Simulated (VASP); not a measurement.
Write the native input for VASP 6.6.1 that does the following.

```yaml
Task: single point
Functional: PBE
Dispersion: D4
Potentials_or_basis: VASP PAW PBE potentials, release 64 (Li_sv, Se)
Cutoff: 750 eV
k_mesh: 8 × 8 × 8
Occupations: gaussian, width 0.05 eV
Spin: no spin polarisation
Dipole_correction: no
Further_INCAR_settings: ALGO = Normal; EDIFF = 1e-06; NBANDS = 13
```

The structure of Li2Se lies in POSCAR:

```
Li2Se
1.0
    0.0000000000      2.9683473433      2.9683473433
    2.9683473433      0.0000000000      2.9683473433
    2.9683473433      2.9683473433      0.0000000000
Li Se
2 1
Direct
    0.2500000000      0.2500000000      0.2500000000
    0.7500000000      0.7500000000      0.7500000000
    0.0000000000      0.0000000000      0.0000000000
```

One way to write it, as run:

INCAR

```
SYSTEM = Li2Se
  ALGO = Normal
  EDIFF = 1E-6
  ENCUT = 750
  GGA = PE
  GGA_COMPAT = .False.
  ISIF = 2
  ISMEAR = 0
  IVDW = 13
  LASPH = .True.
  LCHARG = .False.
  LREAL = .False.
  LWAVE = .False.
  NBANDS = 13
  NELM = 120
  PREC = Accurate
  SIGMA = 0.05
```

KPOINTS

```
k-points
0
Gamma
  8 8 8
  0 0 0
```

Potentials or basis: VASP PAW PBE potentials, release 64 (Li_sv, Se).

Command:

```console
$ cat potpaw_PBE.64/Li_sv/POTCAR potpaw_PBE.64/Se/POTCAR > POTCAR
$ mpirun -np 1 vasp_std > vasp.out
```

It gave:

```json
{
  "Pressure": "-0.1 GPa",
  "Band gap on the k mesh": "2.95 eV, indirect (least direct gap 3.53 eV)",
  "Dispersion energy per atom": "-0.120 eV"
}
```

Wall time 58 s on 1 thread of Intel(R) Xeon(R) Platinum 8259CL CPU @ 2.50GHz (Skylake/Cascade Lake) (shared host), peak memory 0.25 GiB.
